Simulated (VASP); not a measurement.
Si3Ni: relaxation of cell and atoms with PBE

The system is Si3Ni.

```xyz
8
Lattice="4.7112 0.0000 0.0000 0.0000 4.7112 0.0000 0.0000 0.0000 4.7112" Properties=species:S:1:pos:R:3 pbc="T T T"
Si    1.1778    0.0000    2.3556
Si    2.3556    3.5334    0.0000
Si    3.5334    0.0000    2.3556
Si    2.3556    1.1778    0.0000
Si    0.0000    2.3556    3.5334
Si    0.0000    2.3556    1.1778
Ni    0.0000    0.0000    0.0000
Ni    2.3556    2.3556    2.3556
```

| Quantity | Value |
| --- | --- |
| Program | VASP 6.6.1 |
| Task | relaxation of cell and atoms |
| Functional | PBE |
| Potentials or basis | VASP PAW PBE potentials, release 64 (Si, Ni) |
| Cutoff | 600 eV |
| k mesh | 8 × 8 × 8 |
| Occupations | gaussian, width 0.1 eV |
| Spin | no spin polarisation |
| Dipole correction | no |
| Further INCAR settings | ALGO = Normal; EDIFF = 1e-06; IBRION = 2; EDIFFG = -0.01; NSW = 100; ISIF = 3 |

```json
{
 "Relaxed volume": "13.24 Å³/atom",
 "Relaxed cell": "a = 4.732 Å, b = 4.732 Å, c = 4.732 Å, α = 90.00°, β = 90.00°, γ = 90.00°",
 "Space group after relaxing (to 0.05 Å)": "Pm-3n (No. 223)",
 "Energy gained by relaxing": "0.7 meV/atom",
 "Ionic steps": "3",
 "Pressure after relaxing": "0.0 GPa",
 "Band gap on the k mesh": "zero (band 22 reaches 12.81 eV, above the bottom of band 23 at 9.68 eV)"
}
```

The path:
```
step  energy change (eV)  largest force (eV/Å)  pressure (GPa)  volume (Å³)
   1              0.0000                0.0000            1.38       104.57
   2             -0.0053                0.0000           -0.31       106.28
   3             -0.0057                0.0000            0.00       105.92
```

Final structure:
```yaml
crystal:
  lattice:
    - [4.73150, 0.00000, 0.00000]
    - [0.00000, 4.73150, 0.00000]
    - [0.00000, 0.00000, 4.73150]
  atoms:
    - { symbol: Si, position: [0.25000, 0.00000, 0.50000] }
    - { symbol: Si, position: [0.50000, 0.75000, 0.00000] }
    - { symbol: Si, position: [0.75000, 0.00000, 0.50000] }
    - { symbol: Si, position: [0.50000, 0.25000, 0.00000] }
    - { symbol: Si, position: [0.00000, 0.50000, 0.75000] }
    - { symbol: Si, position: [0.00000, 0.50000, 0.25000] }
    - { symbol: Ni, position: [0.00000, 0.00000, 0.00000] }
    - { symbol: Ni, position: [0.50000, 0.50000, 0.50000] }
```

Levels at points of the mesh, in eV from the Fermi level:
```csv
k point,band 20,band 21,band 22,band 23,band 24,band 25
"(0.00, 0.00, 0.00)",-1.34,-0.90,-0.90,-0.32,-0.32,-0.32
"(0.50, 0.00, 0.00)",-1.40,0.69,0.69,0.78,0.78,0.81
"(0.50, 0.50, 0.00)",-0.82,-0.65,-0.50,0.91,0.97,2.33
"(0.50, 0.50, 0.50)",2.26,2.26,2.26,2.26,2.26,2.69
```

Run time: 2.4 min on 1 thread of Intel(R) Xeon(R) 6975P-C (Granite Rapids), with other jobs on the host, peak memory 0.29 GiB.

Spin polarisation is off, so any magnetic state and its effect on volume and gap are missing.
